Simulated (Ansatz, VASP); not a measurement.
## P: VASP beside Ansatz

INCAR

```
SYSTEM = P
  PREC = Accurate
  ENCUT = 500
  EDIFF = 1E-6
  ISMEAR = -1
  SIGMA = 0.05
  LREAL = .FALSE.
  LASPH = .TRUE.
  NELM = 120
  ALGO = Normal
  ISIF = 2
  LWAVE = .FALSE.
  LCHARG = .TRUE.
  GGA = PS
  LELF = .TRUE.
  LVHAR = .TRUE.
  NBANDS = 8
  GGA_COMPAT = .FALSE.
```

File KPOINTS:

```
Automatic mesh
0
G
  17 17 17
  0 0 0
```

POSCAR

```
P
1.0
   -1.5066301413      1.5066301413      1.5066301413
    1.5066301413     -1.5066301413      1.5066301413
    1.5066301413      1.5066301413     -1.5066301413
P
1
Direct
    0.0000000000      0.0000000000      0.0000000000
```

Input for Ansatz:

```yaml
crystal:
  lattice:
    - [-1.5066301413, 1.5066301413, 1.5066301413]
    - [1.5066301413, -1.5066301413, 1.5066301413]
    - [1.5066301413, 1.5066301413, -1.5066301413]
  atoms:
    - { symbol: P, position: [0.0, 0.0, 0.0] }
kpoints:
  mp_grid: { grid: [17, 17, 17] }
  band_path:
    path:
      - [0.0, 0.0, 0.0]
      - [0.5, -0.5, 0.5]
      - [0.0, 0.0, 0.5]
      - [0.0, 0.0, 0.0]
      - [0.25, 0.25, 0.25]
      - [0.5, -0.5, 0.5]
      - [0.25, 0.25, 0.25]
      - [0.0, 0.0, 0.5]
    npoints: 14
scf:
  occupations: { method: fermi_dirac, width: 0.05 }
hamiltonian:
  xc: pbesol
  pseudopotentials: { kind: all_electron, lapw: { basis_error: 0.001 } }
output:
  forces: true
  stress: true
  eigenvalues: true
  populations: true
  dos: { projected: true, de: 0.2, e_range: [-14, 8] }
```

Alike in both runs: task single point; functional PBEsol; k mesh 17 × 17 × 17; occupations fermi-dirac, width 0.05 eV; no spin polarisation.

|  | VASP | Ansatz |
| --- | --- | --- |
| version | VASP 6.6.1 | Ansatz 0.2.0 |
| potentials or method | VASP PAW PBE potentials, release 64 (P), cutoff 500 eV | all-electron LAPW, scalar-relativistic |

```tsv
	VASP	Ansatz	Ansatz less VASP
pressure (GPa)	0.1	0.1	-0.05
```

VASP's potentials were made for PBE, not for PBEsol. Ansatz ran all-electron here, and VASP with PAW potentials.
